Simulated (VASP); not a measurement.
Crystal: Te.

```
Te
1.0
     4.48350    0.00000    0.00000
    -2.24175    3.88282    0.00000
     0.00000    0.00000    5.96323
Te
3
Direct
  0.73100 0.73100 0.00000
  0.00000 0.26900 0.66667
  0.26900 0.00000 0.33333
```

This cell differs from its parent crystal: volume scaled by 1.02.

Base run:

* Program: VASP 6.6.1
* Functional: PBEsol
* Potentials or basis: VASP PAW PBE potentials, release 64 (Te)
* Cutoff: 520 eV
* k mesh: 7 × 7 × 5
* Occupations: fermi-dirac, width 0.05 eV
* Spin: no spin polarisation

Its results: band gap on the k mesh 0.59 eV, indirect (least direct gap 0.75 eV); pressure -1.8 GPa; largest force 0.023 eV/Å.

Question: The run is repeated on the same cell with these changes: functional from PBEsol to LDA; potentials or basis from VASP PAW PBE potentials, release 64 (Te) to VASP PAW LDA potentials, release 64 (Te). What comes out?

Answer: Band gap on the k mesh 0.58 eV, indirect (least direct gap 0.73 eV); pressure -2.7 GPa; largest force 0.016 eV/Å.

Caveats: spin-orbit coupling is left out, which moves the levels of the heavy elements; the PAW data sets were made with another functional, which shifts forces and pressure a little (some runs).

A k mesh can miss the band edges.
